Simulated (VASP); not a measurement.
A run of VASP 6.6.1 is set up as follows.

File INCAR:

```
PREC = Accurate
ENCUT = 520
EDIFF = 1E-7
ISMEAR = 0
SIGMA = 0.1
LREAL = False
LASPH = True
NELM = 60
ALGO = Normal
ISIF = 2
LWAVE = False
LCHARG = False
GGA = PE
NBANDS = 44
```

File KPOINTS:

```
regular mesh
0
Gamma
  12 12 2
```

The input POSCAR:

```
Hf3SnS4
1.0
    3.6222409492      0.0000000000      0.0000000000
   -1.8111204746      3.1369526807      0.0000000000
    0.0000000000      0.0000000000     17.7490045710
Hf Sn S
3 1 4
Direct
    0.6666666667      0.3333333333      0.0015482829
    0.3333333333      0.6666666667      0.3753227336
    0.3333333333      0.6666666667      0.6228399018
    0.0000000000      0.0000000000      0.4990944404
    0.0000000000      0.0000000000      0.9191713060
    0.3333333333      0.6666666667      0.0838702957
    0.6666666667      0.3333333333      0.2975987839
    0.6666666667      0.3333333333      0.7005542555
```

Potentials or basis: VASP PAW PBE potentials, release 64 (Hf_pv, Sn_d, S).

The run is started by

```bash
$ cat potpaw_PBE.64/Hf_pv/POTCAR potpaw_PBE.64/Sn_d/POTCAR potpaw_PBE.64/S/POTCAR > POTCAR
$ mpirun -np 1 vasp_std > vasp.out
```

Problem. Estimate the band gap on the k mesh.

Solution. Zero (bands 34 and 35 overlap by 1.00 eV).

Problem. Predict the largest force.

Solution. 0.065 eV/Å.

Problem. What does it give for the pressure?

Solution. -0.4 GPa.

Forces on the atoms (eV/Å):
```
Hf   0.000  0.000  0.000
Hf   0.000  0.000 -0.040
Hf   0.000  0.000  0.037
Sn   0.000  0.000 -0.001
S    0.000  0.000  0.064
S    0.000  0.000 -0.065
S    0.000  0.000  0.060
S    0.000  0.000 -0.056
```

Caveat: spin-orbit coupling is left out, which moves the levels of the heavy elements; this functional lacks dispersion, which binds the layers, so the pressure and a relaxed spacing across them are unreliable.
